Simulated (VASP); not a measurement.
Ti: single point with LDA

The system is Ti.

```
Ti
1.0
     2.80379    0.00000    0.00000
    -1.40190    2.42815    0.00000
     0.00000    0.00000    4.44818
Ti
2
Direct
  0.33333 0.66667 0.25000
  0.66667 0.33333 0.75000
```

```json
{"Program": "VASP 6.6.1", "Task": "single point", "Functional": "LDA", "Potentials or basis": "VASP PAW LDA potentials, release 64 (Ti_sv)", "Cutoff": "520 eV", "k mesh": "15 × 15 × 8", "Occupations": "fermi-dirac, width 0.05 eV", "Spin": "no spin polarisation", "Dipole correction": "no", "Further INCAR settings": "ALGO = Normal; EDIFF = 1e-07; NBANDS = 19"}
```

```json
{"Pressure": "8.4 GPa", "Band gap on the k mesh": "zero (bands 12 and 13 overlap by 1.21 eV)"}
```

Levels at points of the mesh, in eV from the Fermi level:
```
           k point  band 9  band 10  band 11  band 12  band 13  band 14  band 15  band 16
(0.00, 0.00, 0.00)   -6.42    -3.05     0.80     0.80     0.94     1.31     1.40     1.40
(0.00, 0.00, 0.50)   -4.38    -4.38     0.07     0.07     0.69     0.69     0.69     0.69
```

It took 81 s on 1 thread of Intel Xeon 8259CL, with other jobs on the host, peak memory 0.18 GiB.

Caveat: the cell stands under pressure.
